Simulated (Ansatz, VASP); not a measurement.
## Os in VASP and in Ansatz

```
Os
1.0
     2.38409   -1.38201    0.21465
     2.38409    1.38201    0.21465
    -0.77504    0.00000    8.60940
Os
4
Direct
  0.83332 0.83335 0.12500
  0.16665 0.16668 0.37500
  0.16668 0.16665 0.87500
  0.83335 0.83332 0.62500
```

Alike in both runs: functional PBE; k mesh 6 × 6 × 4; occupations gaussian, width 0.1 eV; no spin polarisation.

Ansatz relaxed the structure, and its values are those at the end. VASP's run is a single point on that final structure, the one shown.

|  | VASP | Ansatz |
| --- | --- | --- |
| version | VASP 6.6.1 | Ansatz 0.2.0 |
| potentials or method | VASP PAW PBE potentials, release 64 (Os), cutoff 520 eV | scalar-relativistic, plane waves, PAW |
| valence electrons in the cell | 32 | 64 |

|  | VASP | Ansatz | Ansatz less VASP |
| --- | --- | --- | --- |
| gap on the k mesh at the Fermi level (eV) | none | none | - |
| pressure (GPa) | -0.2 | 0.0 | +0.18 |

A gap of «none» marks a metal or a gap that the smearing closes. The functional is the same, so the differences come from potentials, cutoffs and numerics. VASP's potentials hold 32 valence electrons a cell and Ansatz's 64, so a difference there can come from the potentials and not from the codes.

The k mesh is coarse, so the values compare programs but aren't converged. Spin-orbit coupling is off throughout.
